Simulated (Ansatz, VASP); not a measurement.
## Co: VASP beside Ansatz

```xyz
2
Lattice="2.5045 0.0000 0.0000 -1.2523 2.1690 0.0000 0.0000 0.0000 4.0741" Properties=species:S:1:pos:R:3 pbc="T T T"
Co    1.2523    0.7230    3.0555
Co    0.0000    1.4460    1.0185
```

Change from the starting cell: volume scaled by 1.04.

Alike in both runs: task single point; functional PBEsol; k mesh 12 × 12 × 7; occupations fermi-dirac, width 0.05 eV; collinear spin.

|  | VASP | Ansatz |
| --- | --- | --- |
| version | VASP 6.6.1 | Ansatz 0.2.0 |
| potentials or method | VASP PAW PBE potentials, release 64 (Co), cutoff 520 eV | all-electron LAPW, scalar-relativistic |

VASP gave:

```
gap on the k mesh at the Fermi level (eV)                     : none
pressure (GPa)                                                : -13.9
traceless stress, the component that is largest in VASP (GPa) : -1.73
net moment per atom (μB)                                      : 1.63
size of the moment on the site where the two differ most (μB) : 1.65
```

Task: What did Ansatz give for the same quantities?

Result: gap on the k mesh at the Fermi level (eV): none; pressure (GPa): -13.3; traceless stress, the component that is largest in VASP (GPa): -1.68; net moment per atom (μB): 1.64; size of the moment on the site where the two differ most (μB): 1.69.

VASP's potentials were made for PBE, not for PBEsol. Site moments also hang on the region over which each program counts them. A gap of «none» marks a metal or a gap that the smearing closes. Ansatz ran all-electron here, and VASP with PAW potentials.
